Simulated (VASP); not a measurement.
# C (Cmme) in VASP: notebook

Runs on C. Level: PBE. Tasks: single point.

Program: VASP 6.6.1. These are calculated values, not measurements. Logs are shortened: lines on timing, memory, paths and dates and some standing lists are left out, and cuts for length are marked.

## 1. The cell of the first run

Symmetry: Cmme, No. 67, orthorhombic system. Conventional cell: a = 2.334 Å, b = 4.151 Å, c = 8.461 Å, α = 90.00°, β = 90.00°, γ = 90.00°. C (site symmetry m) has 3 C at 1.36 to 1.38 Å within 1.8 Å.

## 2. Single point, PBE (10.25 Å³/atom)

Contents of INCAR:

```
SYSTEM = C
ALGO = Normal ; EDIFF = 1E-6
ENCUT = 520 ; GGA = PE
ISIF = 2 ; ISMEAR = 0
LASPH = .True. ; LCHARG = .True.
LELF = .True. ; LREAL = .False.
LVHAR = .True. ; LWAVE = .False.
NBANDS = 16 ; NELM = 100
PREC = Accurate ; SIGMA = 0.15
```

Contents of KPOINTS:

```
k-points
0
Gamma
  21 21 6
  0 0 0
```

Contents of POSCAR:

```
C
1.0
    1.1667599637     -2.0756330332      0.0000000000
    1.1667599637      2.0756330332      0.0000000000
    0.0000000000      0.0000000000      8.4607695543
C
4
Direct
    0.0833329406      0.9166670594      0.7503043452
    0.5833329406      0.4166670594      0.2496956548
    0.9166670594      0.0833329406      0.2496956548
    0.4166670594      0.5833329406      0.7503043452
```

Potentials or basis: VASP PAW PBE potentials, release 64 (C).

Command:

```sh
cat potpaw_PBE.64/C/POTCAR > POTCAR
mpirun -np 1 vasp_std > vasp.out
```

OUTCAR:

```text
SYSTEM = C
   EDIFF = 1E-6
   ENCUT = 520
   GGA = PE
   ISIF = 2
   ISMEAR = 0
   LASPH = .True.
   LREAL = .False.
   NELM = 100
   PREC = Accurate

 ion  position               nearest neighbor table
   1  0.083  0.917  0.750-   4 1.36   4 1.36   4 1.38
   2  0.583  0.417  0.250-   3 1.36   3 1.36   3 1.38
   3  0.917  0.083  0.250-   2 1.36   2 1.36   2 1.38
   4  0.417  0.583  0.750-   1 1.36   1 1.36   1 1.38

  LATTYP: Found a base centered orthorhombic cell.
 ALAT       =     2.3335199274
 B/A-ratio  =     1.7789717661
 C/A-ratio  =     3.6257541472

  Lattice vectors:

 A1 = (   1.1667599637,  -2.0756330332,   0.0000000000)
 A2 = (   1.1667599637,   2.0756330332,   0.0000000000)
 A3 = (   0.0000000000,   0.0000000000,   8.4607695543)

Analysis of symmetry for initial positions (statically):
=====================================================================
 Subroutine PRICEL returns:
 Original cell was already a primitive cell.

 Routine SETGRP: Setting up the symmetry group for a
 base centered orthorhombic supercell.

 Subroutine GETGRP returns: Found  8 space group operations
 (whereof  4 operations were pure point group operations)
 out of a pool of  8 trial point group operations.

The static configuration has the point symmetry C_2h.
 The point group associated with its full space group is D_2h.

Analysis of symmetry for dynamics (positions and initial velocities):
=====================================================================
 Subroutine PRICEL returns:
 Original cell was already a primitive cell.

 Routine SETGRP: Setting up the symmetry group for a
 base centered orthorhombic supercell.

 Subroutine GETGRP returns: Found  8 space group operations
 (whereof  4 operations were pure point group operations)
 out of a pool of  8 trial point group operations.

The dynamic configuration has the point symmetry C_2h.
 The point group associated with its full space group is D_2h.

 Subroutine INISYM returns: Found  8 space group operations
 (whereof  4 operations are pure point group operations),
 and found     1 'primitive' translations

----------------------------------------------------------------------------------------

                                     Primitive cell

  volume of cell :      40.9800

  direct lattice vectors                    reciprocal lattice vectors
     1.166759964 -2.075633033  0.000000000     0.428537159 -0.240890365  0.000000000
     1.166759964  2.075633033  0.000000000     0.428537159  0.240890365  0.000000000
     0.000000000  0.000000000  8.460769554     0.000000000  0.000000000  0.118192558

  length of vectors
     2.381088260  2.381088260  8.460769554     0.491601734  0.491601734  0.118192558

  position of ions in fractional coordinates (direct lattice)
     0.083332941  0.916667059  0.750304345
     0.583332941  0.416667059  0.249695655
     0.916667059  0.083332941  0.249695655
     0.416667059  0.583332941  0.750304345

  ion indices of the primitive-cell ions
   primitive index   ion index
                 1           1
                 2           2
                 3           3
                 4           4

----------------------------------------------------------------------------------------

 KPOINTS: k-points

Automatic generation of k-mesh.
 Grid dimensions read from file:
 generate k-points for:   21   21    6

 Generating k-lattice:

  Cartesian coordinates                     Fractional coordinates (reciprocal lattice)
     0.020406531 -0.011470970  0.000000000     0.047619048  0.000000000  0.000000000
     0.020406531  0.011470970  0.000000000     0.000000000  0.047619048  0.000000000
     0.000000000  0.000000000  0.019698760     0.000000000  0.000000000  0.166666667

  Length of vectors
     0.023409606  0.023409606  0.019698760

  Shift w.r.t. Gamma in fractional coordinates (k-lattice)
     0.000000000  0.000000000  0.000000000

 Subroutine IBZKPT returns following result:
 ===========================================

 Found    484 irreducible k-points:

 Following reciprocal coordinates:
            Coordinates               Weight
  0.000000  0.000000  0.000000      1.000000
  0.047619  0.000000  0.000000      4.000000
  0.095238  0.000000  0.000000      4.000000
  0.142857  0.000000  0.000000      4.000000
  0.190476  0.000000  0.000000      4.000000
  0.238095  0.000000  0.000000      4.000000
[... 16 lines left out ...]
 -0.428571  0.047619  0.000000      4.000000
 -0.380952  0.047619  0.000000      4.000000
 [... further k-points ...]
   k-points           NKPTS =    484   k-points in BZ     NKDIM =    484   number of bands    NBANDS=     16
   number of dos      NEDOS =    301   number of ions     NIONS =      4
   total plane-waves  NPLWV =  20736
   dimension x,y,z NGX =    18 NGY =   18 NGZ =   64
   dimension x,y,z NGXF=    36 NGYF=   36 NGZF=  128
   ions per type =               4
   NGX,Y,Z   is equivalent  to a cutoff of  12.57, 12.57, 12.58 a.u.
   NGXF,Y,Z  is equivalent  to a cutoff of  25.13, 25.13, 25.15 a.u.
 SYSTEM =  C
   PREC   = accura    normal or accurate (medium, high low for compatibility)
   ISTART =      0    job   : 0-new  1-cont  2-samecut
   ICHARG =      2    charge: 1-file 2-atom 10-const
   ISPIN  =      1    spin polarized calculation?
   LNONCOLLINEAR =      F non collinear calculations
   LSORBIT =      F    spin-orbit coupling
   LASPH  =      T    aspherical Exc in radial PAW
   ENCUT  =  520.0 eV  38.22 Ry    6.18 a.u.   4.43  4.43 15.73*2*pi/ulx,y,z
   NELM   =    100;   NELMIN=  2; NELMDL= -5     # of ELM steps
   EDIFF  = 0.1E-05   stopping-criterion for ELM
   LREAL  =      F    real-space projection
   EDIFFG = 0.1E-04   stopping-criterion for IOM
   NSW    =      0    number of steps for IOM
   IBRION =     -1    ionic relax: 0-MD 1-quasi-New 2-CG
   NFREE  =      0    steps in history (QN), initial steepest desc. (CG)
   ISIF   =      2    stress and relaxation
   ISYM   =      2    0-nonsym 1-usesym 2-fastsym
   POTIM  = 0.5000    time-step for ionic-motion
   TEBEG  =    0.0;   TEEND  =   0.0 temperature during run
   PSTRESS=    0.0 pullay stress
   NELECT =      16.0000    total number of electrons
   NUPDOWN=      -1.0000    fix difference up-down
   EMIN   =  10.00;   EMAX   =-10.00  energy-range for DOS
   EFERMI =   0.00;   METHOD = LEGACY
   ISMEAR =     0;   SIGMA  =   0.15  broadening in eV -4-tet -1-fermi 0-gaus
   EFERMI_NEDOS =   21; number of points for ismear=-14 and -15
   IALGO  =     38    algorithm
   IMIX   =      4    mixing-type and parameters
     AMIX     =   0.40;   BMIX     =  1.00
     AMIX_MAG =   1.60;   BMIX_MAG =  1.00
  volume/ion in A,a.u.               =      10.25        69.14
  Fermi-wavevector in a.u.,A,eV,Ry     =   1.196532  2.261117 19.479296  1.431688
  Thomas-Fermi vector in A             =   2.332470
   LORBIT       =      0    0 simple, 1 ext, 2 COOP (PROOUT), +10 PAW based schemes
   GGA     = PE    functional components
   LHFCALC =     F    Hartree Fock is set to
   AEXX    =    0.0000 exact exchange contribution
   IVDW    =     0    specifies the selected vdW correction
   LEPSILON=     F    determine dielectric tensor
   LRPA    =     F    only Hartree local field effects (RPA)
 non-spin polarized calculation
 Gauss-broadening in eV      SIGMA  =   0.15
  energy-cutoff  :      520.00
  volume of cell :       40.98
 maximum number of plane-waves:      1143
 NGX is ok and might be reduce to    18
   NGX =  9   NGY =  9   NGZ = 31

 number of electron      16.0000004 magnetization

 Free energy of the ion-electron system (eV)
  ---------------------------------------------------
  ext. energy  EPLUGINS =         0.00000000
  ---------------------------------------------------
  free energy    TOTEN  =       -36.33516096 eV

  energy without entropy =      -36.33472171  energy(sigma->0) =      -36.33494133

 E-fermi :   3.5718     XC(G=0):  -8.9737

 val. band max:        3.4891887091   @ k =   0.3333   0.3333   0.0000
 cond. band min:       3.7013668242   @ k =   0.3333   0.3333   0.0000
 fundamental gap:      0.2121781151
 Fermi energy:         3.5717679481

 k-point     1 :       0.0000    0.0000    0.0000
  band No.  band energies     occupation
      1     -17.0224      2.00000
      2     -16.9871      2.00000
      3      -5.1828      2.00000
      4      -4.7149      2.00000
      5       0.4919      2.00000
      6       0.4931      2.00000
[... 8 lines left out ...]
     15      13.5926      0.00000
     16      16.5702      0.00000

 k-point     2 :       0.0476    0.0000    0.0000
  band No.  band energies     occupation
      1     -16.9639      2.00000
      2     -16.9288      2.00000
      3      -5.1103      2.00000
      4      -4.6437      2.00000
      5       0.3318      2.00000
      6       0.3327      2.00000
[... 8 lines left out ...]
     15      13.7062      0.00000
     16      16.3436      0.00000

 k-point     3 :       0.0952    0.0000    0.0000
  band No.  band energies     occupation
      1     -16.7887      2.00000
      2     -16.7541      2.00000
      3      -4.8934      2.00000
      4      -4.4305      2.00000
      5      -0.2481      2.00000
      6      -0.2465      2.00000
[... 8 lines left out ...]
     15      13.9902      0.00000
     16      15.7023      0.00000

 k-point     4 :       0.1429    0.0000    0.0000
  band No.  band energies     occupation
      1     -16.4972      2.00000
      2     -16.4635      2.00000
      3      -4.5335      2.00000
      4      -4.0773      2.00000
      5      -1.1979      2.00000
      6      -1.1946      2.00000
[... 8 lines left out ...]
     15      14.7495      0.00000
     16      14.7524      0.00000
[... 324 lines left out ...]
 k-point    22 :      -0.4762    0.0476    0.0000
  band No.  band energies     occupation
      1     -11.8871      2.00000
      2     -11.8653      2.00000
      3      -9.5196      2.00000
      4      -9.5028      2.00000
      5      -3.5102      2.00000
      6      -3.5080      2.00000
[... 8 lines left out ...]
     15      16.2790      0.00000
     16      18.0434      0.00000

 k-point    23 :      -0.4286    0.0476    0.0000
  band No.  band energies     occupation
      1     -12.8715      2.00000
      2     -12.8472      2.00000
      3      -8.2794      2.00000
      4      -8.2647      2.00000
      5      -3.3407      2.00000
      6      -3.3384      2.00000
[... 8 lines left out ...]
     15      17.9038      0.00000
     16      18.5000      0.00000

 k-point    24 :      -0.3810    0.0476    0.0000
  band No.  band energies     occupation
      1     -13.7644      2.00000
      2     -13.7378      2.00000
      3      -6.9742      2.00000
      4      -6.9619      2.00000
      5      -3.0555      2.00000
      6      -3.0533      2.00000
[... 8 lines left out ...]
     15      17.5001      0.00000
     16      19.4697      0.00000

 [... further k-points ...]
[... 5 lines left out ...]
  --------------------------------------------------------------------------------------
  -------------------------------------------------------------------------------------
  Total       15.8535032      9.8683444     -0.0044779      0.0000000      0.0000000      0.0000000
  in kB      619.8175571    385.8183905     -0.1750689      0.0000000      0.0000000      0.0000000
  external PRESSURE =     335.1536262 kB  Pullay stress =       0.0000000 kB

 VOLUME and BASIS-vectors are now :
 -----------------------------------------------------------------------------
  energy-cutoff  :      520.00
  volume of cell :       40.98
      direct lattice vectors                 reciprocal lattice vectors
     1.166759964 -2.075633033  0.000000000     0.428537159 -0.240890365  0.000000000
     1.166759964  2.075633033  0.000000000     0.428537159  0.240890365  0.000000000
     0.000000000  0.000000000  8.460769554     0.000000000  0.000000000  0.118192558

 POSITION                                       TOTAL-FORCE (eV/Angst)
 -----------------------------------------------------------------------------------
      1.16676      1.72970      6.34815         0.000000     -0.572863     -0.000122
      1.16676     -0.34594      2.11262         0.000000     -0.572863      0.000122
      1.16676     -1.72970      2.11262         0.000000      0.572863      0.000122
      1.16676      0.34594      6.34815         0.000000      0.572863     -0.000122
 -----------------------------------------------------------------------------------
    total drift:                               -0.000000     -0.000000      0.000000

  FREE ENERGIE OF THE ION-ELECTRON SYSTEM (eV)
  ---------------------------------------------------
  free  energy   TOTEN  =       -36.3351609587 eV

  energy  without entropy=      -36.3347217093  energy(sigma->0) =      -36.33494133
```

Run time: 2.2 min. Hardware: 1 thread of Intel Xeon 6975P-C (Granite Rapids), shared host; peak memory 0.32 GiB.

What came out:

```
Free energy   : -36.3352 eV
Pressure      : 33.5 GPa
Largest force : 0.573 eV/Å
```

Forces on the atoms (eV/Å):
```
C    0.000 -0.573  0.000
C    0.000 -0.573  0.000
C    0.000  0.573  0.000
C    0.000  0.573  0.000
```

Caveat: the stress differs along the axes, from -0 to 62 GPa; this functional lacks dispersion, which binds layers or chains, so the pressure and a relaxed spacing across them are unreliable.

## 3. Single point, PBE (13.30 Å³/atom)

This run uses another cell than the first one, of 13.30 Å³/atom.

Contents of INCAR:

```
PREC = Accurate ; ENCUT = 520
EDIFF = 1E-7 ; ISMEAR = 0
SIGMA = 0.15 ; LREAL = False
LASPH = True ; NELM = 100
ALGO = Normal ; ISIF = 2
LWAVE = False ; LCHARG = False
GGA = PE ; NBANDS = 16
```

Contents of KPOINTS:

```
Automatic mesh
0
Gamma
  21 21 6
```

Contents of POSCAR:

```
C
1.0
    1.2958395554     -2.2444030662      0.0000000000
    1.2958395554      2.2444030662      0.0000000000
    0.0000000000      0.0000000000      9.1487159946
C
4
Direct
    0.0833329406      0.9166670594      0.7503043452
    0.5833329406      0.4166670594      0.2496956548
    0.9166670594      0.0833329406      0.2496956548
    0.4166670594      0.5833329406      0.7503043452
```

Potentials or basis: VASP PAW PBE potentials, release 64 (C).

Command:

```sh
cat potpaw_PBE.64/C/POTCAR > POTCAR
mpirun -np 1 vasp_std > vasp.out
```

Run time: 2.6 min. Hardware: 1 thread of Intel Xeon 6975P-C (Granite Rapids), shared host; peak memory 0.39 GiB.

It converged, with:

| Quantity | Value |
| --- | --- |
| Free energy | -36.3050 eV |
| Pressure | -23.8 GPa |
| Band gap on the k mesh | zero (filled and empty bands touch) |

Stress tensor (GPa, compression positive):
```
-35.72   0.00   0.00
  0.00 -35.71   0.00
  0.00   0.00  -0.08
```

Levels at points of the mesh, in eV from the Fermi level:
```csv
k point,band 4,band 5,band 6,band 7,band 8,band 9,band 10,band 11,band 12,band 13
"(0.00, 0.00, 0.00)",-6.50,-3.07,-3.07,-3.07,-3.07,3.40,6.11,7.38,7.38,7.38
"(0.00, 0.00, 0.50)",-6.66,-3.07,-3.07,-3.07,-3.07,4.42,4.43,7.38,7.38,7.38
```

Caveat: the stress differs along the axes, from -36 to -0 GPa; this functional lacks dispersion, which binds layers or chains, so the pressure and a relaxed spacing across them are unreliable.
